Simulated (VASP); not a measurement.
Write the native input for VASP 6.6.1 that does the following.

```
Task                   : single point
Functional             : PBE
Potentials or basis    : VASP PAW PBE potentials, release 64 (Al, N)
Cutoff                 : 520 eV
k mesh                 : 3 × 3 × 3
Occupations            : fermi-dirac, width 0.05 eV
Spin                   : no spin polarisation
Dipole correction      : no
Further INCAR settings : ALGO = Normal; EDIFF = 1e-06; NBANDS = 26
```

The structure of AlN lies in POSCAR:

```
AlN
1.0
    0.0000000000      3.9380000000      3.9380000000
    3.9380000000      0.0000000000      3.9380000000
    1.9690000000      1.9690000000      0.0000000000
Al N
4 4
Direct
   -0.0141961656     -0.0110453276      0.0994832402
    0.0029763840      0.4776201117      0.0403864906
    0.4753963941      0.0077729812      0.0336485526
    0.5010775775      0.5153982986     -0.0700205688
    0.2539771458      0.2481879126      0.5362884713
    0.2598789995      0.7220420264      0.4747300660
    0.7438217369      0.2678994413      0.4605886237
    0.7387044185      0.7650708481      0.4510015236
```

These files were run (other wordings do the same):

INCAR

```
ALGO     = Normal         # electronic algorithm
EDIFF    = 1E-6           # SCF threshold, eV
ENCUT    = 520            # plane-wave cutoff, eV
GGA      = PE             # functional
GGA_COMPAT= False        
ISIF     = 2              # what is computed and relaxed
ISMEAR   = -1             # smearing method
LASPH    = True           # aspherical terms in the spheres
LCHARG   = False          # write CHGCAR
LREAL    = False          # projectors in reciprocal space
LWAVE    = False          # write WAVECAR
NBANDS   = 26             # bands
NELM     = 120            # most SCF steps
PREC     = Accurate       # precision mode
SIGMA    = 0.05           # smearing width, eV
```

KPOINTS

```
k-points
0
Gamma
  3 3 3
```

Potentials or basis: VASP PAW PBE potentials, release 64 (Al, N).

Launch:

```sh
$ cat potpaw_PBE.64/Al/POTCAR potpaw_PBE.64/N/POTCAR > POTCAR
$ mpirun -np 1 vasp_std > vasp.out
```

Results of the run:

```json
{
 "Pressure": "39.7 GPa",
 "Largest force": "2.482 eV/Å",
 "Band gap on the k mesh": "4.96 eV"
}
```

Caveat: the k points lie up to 0.75 Å⁻¹ apart; an odd mesh through Γ misses points on the zone boundary, where band edges can lie; forces of over 1 eV/Å act on the atoms, so gaps and moduli don't describe the material at rest.

It took 12 s on 1 thread of Intel(R) Xeon(R) 6975P-C (Granite Rapids) (shared host), peak memory 0.18 GiB.
